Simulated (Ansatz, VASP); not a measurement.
# HfIn4SiO6 in VASP and in Ansatz

POSCAR

```
HfIn4SiO6
1.0
    3.2302300000     -5.5776800000     -0.0247000000
    3.2302300000      5.5776800000     -0.0247000000
   -1.4906800000      0.0000000000      6.3203000000
Hf In Si O
1 4 1 6
Direct
    0.1017800000      0.1017800000      0.0091200000
    0.7922200000      0.4820400000      0.0081800000
    0.4820400000      0.7922200000      0.0081800000
    0.5447200000      0.2198300000      0.4839800000
    0.2198300000      0.5447200000      0.4839800000
    0.8543300000      0.8543300000      0.4452300000
    0.8350000000      0.5882200000      0.3810400000
    0.5882200000      0.8350000000      0.3810400000
    0.0289900000      0.0289900000      0.2950000000
    0.9792000000      0.9792000000      0.6955500000
    0.4285200000      0.1451400000      0.0743500000
    0.1451400000      0.4285200000      0.0743500000
```

INCAR.step1

```
SYSTEM = HfIn4SiO6
  ALGO = Normal
  EDIFF = 1E-5
  ENCUT = 520
  GGA = PE
  ISIF = 2
  ISMEAR = -1
  LASPH = .TRUE.
  LCHARG = .FALSE.
  LREAL = .FALSE.
  LUSENCCL = .FALSE.
  LWAVE = .TRUE.
  NBANDS = 63
  NELM = 60
  PREC = Accurate
  SIGMA = 0.05
```

The input INCAR.step2:

```
SYSTEM = HfIn4SiO6
  AEXX = 0.25
  ALGO = Normal
  EDIFF = 1E-7
  ENCUT = 520
  GGA = PE
  HFSCREEN = 0.3
  ISIF = 2
  ISMEAR = -1
  ISTART = 1
  LASPH = .TRUE.
  LCHARG = .FALSE.
  LHFCALC = .TRUE.
  LREAL = .FALSE.
  LUSENCCL = .FALSE.
  LWAVE = .FALSE.
  NBANDS = 63
  NELM = 60
  PREC = Accurate
  PRECFOCK = Fast
  SIGMA = 0.05
```

The input KPOINTS:

```
k-points
0
G
  2 2 2
  0 0 0
```

The input input.yaml:

```yaml
crystal:
  lattice:
    - [3.23023, -5.57768, -0.0247]
    - [3.23023, 5.57768, -0.0247]
    - [-1.49068, 0.0, 6.3203]
  atoms:
    - { symbol: Hf, position: [0.10178, 0.10178, 0.00912] }
    - { symbol: In, position: [0.79222, 0.48204, 0.00818] }
    - { symbol: In, position: [0.48204, 0.79222, 0.00818] }
    - { symbol: In, position: [0.54472, 0.21983, 0.48398] }
    - { symbol: In, position: [0.21983, 0.54472, 0.48398] }
    - { symbol: Si, position: [0.85433, 0.85433, 0.44523] }
    - { symbol: O, position: [0.835, 0.58822, 0.38104] }
    - { symbol: O, position: [0.58822, 0.835, 0.38104] }
    - { symbol: O, position: [0.02899, 0.02899, 0.295] }
    - { symbol: O, position: [0.9792, 0.9792, 0.69555] }
    - { symbol: O, position: [0.42852, 0.14514, 0.07435] }
    - { symbol: O, position: [0.14514, 0.42852, 0.07435] }
hamiltonian:
  xc: { exchange: pbe, correlation: pbe, exx: { coeff: 0.25, omega: 0.3 } }
  pseudopotentials: { kind: paw }
kpoints:
  mp_grid: { grid: [2, 2, 2] }
scf:
  occupations: { method: fermi_dirac, width: 0.05 }
output:
  forces: true
  stress: true
  eigenvalues: true
```

Alike in both runs: task single point; functional PBE-based screened hybrid; k mesh 2 × 2 × 2; occupations fermi-dirac, width 0.05 eV; no spin polarisation.

```csv
,VASP,Ansatz
version,VASP 6.6.1,Ansatz 0.2.0
potentials or method,"VASP PAW PBE potentials, release 64 (Hf_pv, In_d, Si, O)",Ansatz PAW
plane-wave cutoff (eV),520,420
valence electrons in the cell,102,118
```

|  | VASP | Ansatz | Ansatz less VASP |
| --- | --- | --- | --- |
| gap on the k mesh at the Fermi level (eV) | 1.37 | 1.39 | +0.027 |
| least direct gap on the mesh (eV) | 1.71 | 1.73 | +0.020 |
| pressure (GPa) | -3.1 | -2.7 | +0.40 |
| traceless stress, the component that is largest in VASP (GPa) | -0.37 | -0.20 | +0.176 |
| rms of the force components (eV/Å) | 0.146 | 0.146 | -0.0003 |

VASP's potentials were made for PBE, not for PBE-based screened hybrid. Atom by atom the forces differ by 0.079 eV/Å (rms over components). VASP's potentials hold 102 valence electrons a cell and Ansatz's 118, so a difference there can come from the potentials and not from the codes.

The k mesh is coarse, so the values compare programs but aren't converged. Spin-orbit coupling is off throughout.
